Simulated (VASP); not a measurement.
# InAs (F-43m) in VASP: single point with HSE06

Aim: the single point of InAs with HSE06.

Everything below comes from runs of VASP 6.6.1. Logs are shortened: lines on timing, memory, paths and dates and some standing lists are left out, and cuts for length are marked.

## 1. The cell of the first run

It takes space group F-43m (No. 216, cubic). The conventional cell has a = 6.087 Å, b = 6.087 Å, c = 6.087 Å, α = 90.00°, β = 90.00°, γ = 90.00°. Within 3.5 Å of In (site symmetry -43m) lie 4 As at 2.64 Å. Within 3.5 Å of As (site symmetry -43m) lie 4 In at 2.64 Å.

## 2. Single point, HSE06

File POSCAR:

```
InAs
1.0
    0.0000000000      3.0436690000      3.0436690000
    3.0436690000      0.0000000000      3.0436690000
    3.0436690000      3.0436690000      0.0000000000
In As
1 1
Direct
    0.0000000000      0.0000000000      0.0000000000
    0.2500000000      0.2500000000      0.2500000000
```

File INCAR.step1:

```
PREC     = Accurate       # precision mode
ENCUT    = 400            # plane-wave cutoff, eV
EDIFF    = 1E-5           # SCF threshold, eV
ISMEAR   = -1             # smearing method
SIGMA    = 0.05           # smearing width, eV
LREAL    = F              # projectors in reciprocal space
LASPH    = T              # aspherical terms in the spheres
NELM     = 120            # most SCF steps
ALGO     = Normal         # electronic algorithm
ISIF     = 2              # what is computed and relaxed
LWAVE    = T              # write WAVECAR
LCHARG   = F              # write CHGCAR
GGA      = PE             # functional
NBANDS   = 16             # bands
GGA_COMPAT= F
```

File INCAR.step2:

```
PREC     = Accurate       # precision mode
ENCUT    = 400            # plane-wave cutoff, eV
EDIFF    = 1E-6           # SCF threshold, eV
ISMEAR   = -1             # smearing method
SIGMA    = 0.05           # smearing width, eV
LREAL    = F              # projectors in reciprocal space
LASPH    = T              # aspherical terms in the spheres
NELM     = 120            # most SCF steps
ALGO     = Normal         # electronic algorithm
ISIF     = 2              # what is computed and relaxed
LWAVE    = F              # write WAVECAR
LCHARG   = F              # write CHGCAR
GGA      = PE             # functional
LHFCALC  = T              # exact exchange
HFSCREEN = 0.2079         # screening, 1/A
PRECFOCK = Normal       
ISTART   = 1            
NBANDS   = 16             # bands
GGA_COMPAT= F
```

File KPOINTS:

```
regular mesh
0
Gamma
  7 7 7
```

Potentials or basis: VASP PAW PBE potentials, release 64 (In_d, As).

Command:

```console
cat potpaw_PBE.64/In_d/POTCAR potpaw_PBE.64/As/POTCAR > POTCAR
cp INCAR.step1 INCAR
mpirun -np 1 vasp_std > vasp.out
cp INCAR.step2 INCAR
mpirun -np 1 vasp_std > vasp.out
```

OUTCAR:

```text
PREC = Accurate
   ENCUT = 400
   EDIFF = 1E-6
   ISMEAR = -1
   LREAL = F
   LASPH = T
   NELM = 120
   ISIF = 2
   GGA = PE
   LHFCALC = T
   HFSCREEN = 0.2079
   PRECFOCK = Normal
   ISTART = 1

 ion  position               nearest neighbor table
   1  0.000  0.000  0.000-   2 2.64   2 2.64   2 2.64   2 2.64
   2  0.250  0.250  0.250-   1 2.64   1 2.64   1 2.64   1 2.64

  LATTYP: Found a face centered cubic cell.
 ALAT       =     6.0873380000

  Lattice vectors:

 A1 = (   0.0000000000,   3.0436690000,   3.0436690000)
 A2 = (   3.0436690000,   0.0000000000,   3.0436690000)
 A3 = (   3.0436690000,   3.0436690000,   0.0000000000)

Analysis of symmetry for initial positions (statically):
=====================================================================
 Subroutine PRICEL returns:
 Original cell was already a primitive cell.

 Routine SETGRP: Setting up the symmetry group for a
 face centered cubic supercell.

 Subroutine GETGRP returns: Found 24 space group operations
 (whereof 24 operations were pure point group operations)
 out of a pool of 48 trial point group operations.

The static configuration has the point symmetry T_d .

Analysis of symmetry for dynamics (positions and initial velocities):
=====================================================================
 Subroutine PRICEL returns:
 Original cell was already a primitive cell.

 Routine SETGRP: Setting up the symmetry group for a
 face centered cubic supercell.

 Subroutine GETGRP returns: Found 24 space group operations
 (whereof 24 operations were pure point group operations)
 out of a pool of 48 trial point group operations.

The dynamic configuration has the point symmetry T_d .

 Subroutine INISYM returns: Found 24 space group operations
 (whereof 24 operations are pure point group operations),
 and found     1 'primitive' translations

----------------------------------------------------------------------------------------

                                     Primitive cell

  volume of cell :      56.3926

  direct lattice vectors                    reciprocal lattice vectors
     0.000000000  3.043669000  3.043669000    -0.164275419  0.164275419  0.164275419
     3.043669000  0.000000000  3.043669000     0.164275419 -0.164275419  0.164275419
     3.043669000  3.043669000  0.000000000     0.164275419  0.164275419 -0.164275419

  length of vectors
     4.304397979  4.304397979  4.304397979     0.284533372  0.284533372  0.284533372

  position of ions in fractional coordinates (direct lattice)
     0.000000000  0.000000000  0.000000000
     0.250000000  0.250000000  0.250000000

  ion indices of the primitive-cell ions
   primitive index   ion index
                 1           1
                 2           2

----------------------------------------------------------------------------------------

 KPOINTS: regular mesh

Automatic generation of k-mesh.
 Grid dimensions read from file:
 generate k-points for:    7    7    7

 Generating k-lattice:

  Cartesian coordinates                     Fractional coordinates (reciprocal lattice)
    -0.023467917  0.023467917  0.023467917     0.142857143  0.000000000  0.000000000
     0.023467917 -0.023467917  0.023467917     0.000000000  0.142857143  0.000000000
     0.023467917  0.023467917 -0.023467917     0.000000000  0.000000000  0.142857143

  Length of vectors
     0.040647625  0.040647625  0.040647625

  Shift w.r.t. Gamma in fractional coordinates (k-lattice)
     0.000000000  0.000000000  0.000000000

 Subroutine IBZKPT returns following result:
 ===========================================

 Found     20 irreducible k-points:

 Following reciprocal coordinates:
            Coordinates               Weight
  0.000000  0.000000  0.000000      1.000000
  0.142857  0.000000  0.000000      8.000000
  0.285714  0.000000  0.000000      8.000000
  0.428571  0.000000  0.000000      8.000000
  0.142857  0.142857  0.000000      6.000000
  0.285714  0.142857  0.000000     24.000000
[... 12 lines left out ...]
 -0.428571  0.428571  0.142857     24.000000
 -0.285714  0.428571  0.142857     24.000000
   k-points           NKPTS =     20   k-points in BZ     NKDIM =    343   number of bands    NBANDS=     16
   number of dos      NEDOS =    301   number of ions     NIONS =      2
   total plane-waves  NPLWV =  21952
   dimension x,y,z NGX =    28 NGY =   28 NGZ =   28
   dimension x,y,z NGXF=    56 NGYF=   56 NGZF=   56
   ions per type =               1   1
   NGX,Y,Z   is equivalent  to a cutoff of  10.81, 10.81, 10.81 a.u.
   NGXF,Y,Z  is equivalent  to a cutoff of  21.63, 21.63, 21.63 a.u.
 SYSTEM =  unknown system
   PREC   = accura    normal or accurate (medium, high low for compatibility)
   ISTART =      1    job   : 0-new  1-cont  2-samecut
   ICHARG =      0    charge: 1-file 2-atom 10-const
   ISPIN  =      1    spin polarized calculation?
   LNONCOLLINEAR =      F non collinear calculations
   LSORBIT =      F    spin-orbit coupling
   LASPH  =      T    aspherical Exc in radial PAW
   ENCUT  =  400.0 eV  29.40 Ry    5.42 a.u.   7.02  7.02  7.02*2*pi/ulx,y,z
   NELM   =    120;   NELMIN=  2; NELMDL=  0     # of ELM steps
   EDIFF  = 0.1E-05   stopping-criterion for ELM
   LREAL  =      F    real-space projection
   EDIFFG = 0.1E-04   stopping-criterion for IOM
   NSW    =      0    number of steps for IOM
   IBRION =     -1    ionic relax: 0-MD 1-quasi-New 2-CG
   NFREE  =      0    steps in history (QN), initial steepest desc. (CG)
   ISIF   =      2    stress and relaxation
   ISYM   =      3    0-nonsym 1-usesym 2-fastsym
   POTIM  = 0.5000    time-step for ionic-motion
   TEBEG  =    0.0;   TEEND  =   0.0 temperature during run
   PSTRESS=    0.0 pullay stress
   NELECT =      18.0000    total number of electrons
   NUPDOWN=      -1.0000    fix difference up-down
   EMIN   =  10.00;   EMAX   =-10.00  energy-range for DOS
   EFERMI =   0.00;   METHOD = LEGACY
   ISMEAR =    -1;   SIGMA  =   0.05  broadening in eV -4-tet -1-fermi 0-gaus
   EFERMI_NEDOS =   21; number of points for ismear=-14 and -15
   IALGO  =     38    algorithm
   IMIX   =      1    mixing-type and parameters
     AMIX     =   0.40;   BMIX     =  1.00
     AMIX_MAG =   1.60;   BMIX_MAG =  1.00
  volume/ion in A,a.u.               =      28.20       190.28
  Fermi-wavevector in a.u.,A,eV,Ry     =   1.118815  2.114254 17.031049  1.251747
  Thomas-Fermi vector in A             =   2.255449
   LORBIT       =      0    0 simple, 1 ext, 2 COOP (PROOUT), +10 PAW based schemes
   GGA     = PE    functional components
   LHFCALC =     T    Hartree Fock is set to
   PRECFOCK=normal    Normal, Fast or Accurate (Low or Medium for compatibility)
   ENCUT4O =  -1.0   cutoff for four orbital integrals eV
   NKREDX  =     1    reduce k-point grid by
   NKREDY  =     1    reduce k-point grid by
   NKREDZ  =     1    reduce k-point grid by
   AEXX    =    0.2500 exact exchange contribution
   HFSCREEN=    0.2079 screening length (either q_TF or 0.3 A-1)
   HFSCREENC=   0.2079 screening length for correlation (either q_TF or 0.3 A-1)
   ENCUTFOCK=  -1.0 apply spherical cutoff to Coloumb kernel
   IVDW    =     0    specifies the selected vdW correction
   LEPSILON=     F    determine dielectric tensor
   LRPA    =     F    only Hartree local field effects (RPA)
 non-spin polarized calculation
  energy-cutoff  :      400.00
  volume of cell :       56.39
 maximum number of plane-waves:      1032
  NGX = 24; NGY = 24; NGZ = 24

 number of electron      18.0000010 magnetization

 Free energy of the ion-electron system (eV)
  ---------------------------------------------------
  ext. energy  EPLUGINS =         0.00000000
  ---------------------------------------------------
  free energy    TOTEN  =        -9.22442998 eV

  energy without entropy =       -9.22434420  energy(sigma->0) =       -9.22438709

 E-fermi :   4.1360     XC(G=0):  -7.5150

 val. band max:        3.9008647661   @ k =   0.0000   0.0000   0.0000
 cond. band min:       4.3131274450   @ k =   0.0000   0.0000   0.0000
 fundamental gap:      0.4122626789
 Fermi energy:         4.1359560155

 k-point     1 :       0.0000    0.0000    0.0000
  band No.  band energies     occupation
      1     -12.1925      2.00000
      2     -12.1925      2.00000
      3     -12.1925      2.00000
      4     -12.0672      2.00000
      5     -12.0672      2.00000
      6      -9.0016      2.00000
[... 8 lines left out ...]
     15      14.4474      0.00000
     16      14.4474      0.00000

 k-point     2 :       0.1429    0.0000    0.0000
  band No.  band energies     occupation
      1     -12.2135      2.00000
      2     -12.1855      2.00000
      3     -12.1855      2.00000
      4     -12.0673      2.00000
      5     -12.0673      2.00000
      6      -8.7819      2.00000
[... 8 lines left out ...]
     15      13.4333      0.00000
     16      13.4333      0.00000

 k-point     3 :       0.2857    0.0000    0.0000
  band No.  band energies     occupation
      1     -12.2581      2.00000
      2     -12.1718      2.00000
      3     -12.1718      2.00000
      4     -12.0655      2.00000
      5     -12.0655      2.00000
      6      -8.1978      2.00000
[... 8 lines left out ...]
     15      13.4644      0.00000
     16      13.4644      0.00000

 k-point     4 :       0.4286    0.0000    0.0000
  band No.  band energies     occupation
      1     -12.2917      2.00000
      2     -12.1633      2.00000
      3     -12.1633      2.00000
      4     -12.0614      2.00000
      5     -12.0614      2.00000
      6      -7.5689      2.00000
[... 8 lines left out ...]
     15      14.9874      0.00000
     16      14.9874      0.00000

 k-point     5 :       0.1429    0.1429    0.0000
  band No.  band energies     occupation
      1     -12.2277      2.00000
      2     -12.1786      2.00000
      3     -12.1786      2.00000
      4     -12.0726      2.00000
      5     -12.0634      2.00000
      6      -8.7089      2.00000
[... 8 lines left out ...]
     15      13.8347      0.00000
     16      14.6820      0.00000

 k-point     6 :       0.2857    0.1429    0.0000
  band No.  band energies     occupation
      1     -12.2639      2.00000
      2     -12.1667      2.00000
      3     -12.1639      2.00000
      4     -12.0760      2.00000
      5     -12.0600      2.00000
      6      -8.2430      2.00000
[... 8 lines left out ...]
     15      14.5576      0.00000
     16      14.5968      0.00000
[... 191 lines left out ...]
 k-point    17 :       0.4286    0.2857    0.1429
  band No.  band energies     occupation
      1     -12.2949      2.00000
      2     -12.1553      2.00000
      3     -12.1488      2.00000
      4     -12.0795      2.00000
      5     -12.0576      2.00000
      6      -7.7297      2.00000
[... 8 lines left out ...]
     15      15.5783      0.00000
     16      16.0955      0.00000

 k-point    18 :      -0.4286    0.2857    0.1429
  band No.  band energies     occupation
      1     -12.3139      2.00000
      2     -12.1520      2.00000
      3     -12.1385      2.00000
      4     -12.0760      2.00000
      5     -12.0598      2.00000
      6      -7.1951      2.00000
[... 8 lines left out ...]
     15      15.1063      0.00000
     16      16.1709      0.00000

 k-point    19 :      -0.4286    0.4286    0.1429
  band No.  band energies     occupation
      1     -12.3345      2.00000
      2     -12.1363      2.00000
      3     -12.1238      2.00000
      4     -12.0892      2.00000
      5     -12.0536      2.00000
      6      -6.9799      2.00000
[... 8 lines left out ...]
     15      15.9692      0.00000
     16      17.1145      0.00000

 k-point    20 :      -0.2857    0.4286    0.1429
  band No.  band energies     occupation
      1     -12.3286      2.00000
      2     -12.1450      2.00000
      3     -12.1250      2.00000
      4     -12.0815      2.00000
      5     -12.0595      2.00000
      6      -6.8849      2.00000
[... 8 lines left out ...]
     15      15.3729      0.00000
     16      17.4220      0.00000

------------------------ aborting loop because EDIFF is reached ----------------------------------------

  FORCE on cell =-STRESS in cart. coord.  units (eV):
  Direction    XX          YY          ZZ          XY          YZ          ZX
  --------------------------------------------------------------------------------------
  -------------------------------------------------------------------------------------
  Total        0.1308064      0.1308064      0.1308064      0.0000000     -0.0000000      0.0000000
  in kB        3.7163574      3.7163574      3.7163574      0.0000000     -0.0000000      0.0000000
  external PRESSURE =       3.7163574 kB  Pullay stress =       0.0000000 kB

 VOLUME and BASIS-vectors are now :
 -----------------------------------------------------------------------------
  energy-cutoff  :      400.00
  volume of cell :       56.39
      direct lattice vectors                 reciprocal lattice vectors
     0.000000000  3.043669000  3.043669000    -0.164275419  0.164275419  0.164275419
     3.043669000  0.000000000  3.043669000     0.164275419 -0.164275419  0.164275419
     3.043669000  3.043669000  0.000000000     0.164275419  0.164275419 -0.164275419

 POSITION                                       TOTAL-FORCE (eV/Angst)
 -----------------------------------------------------------------------------------
      0.00000      0.00000      0.00000        -0.000000     -0.000000     -0.000000
      1.52183      1.52183      1.52183         0.000000      0.000000      0.000000
 -----------------------------------------------------------------------------------
    total drift:                                0.000019      0.000016      0.000010

  FREE ENERGIE OF THE ION-ELECTRON SYSTEM (eV)
  ---------------------------------------------------
  free  energy   TOTEN  =        -9.2244299754 eV

  energy  without entropy=       -9.2243442041  energy(sigma->0) =       -9.22438709
```

It took 1.5 h on 1 thread of Intel Xeon Platinum 8259CL at 2.50GHz (Skylake/Cascade Lake), shared host; peak memory 0.29 GiB.

Results:

* Free energy: -9.2244 eV
* Pressure: 0.4 GPa
* Band gap on the k mesh: 0.41 eV

Levels at points of the mesh, in eV from the valence-band top:
| k point | band 6 | band 7 | band 8 | band 9 | band 10 | band 11 | band 12 | band 13 |
| --- | --- | --- | --- | --- | --- | --- | --- | --- |
| (0.00, 0.00, 0.00) | -12.90 | 0.00 | 0.00 | 0.00 | 0.41 | 4.66 | 4.66 | 4.66 |

Caveat: the PAW data sets were made with another functional, which shifts forces and pressure a little; spin-orbit coupling is left out, which moves the levels of the heavy elements.
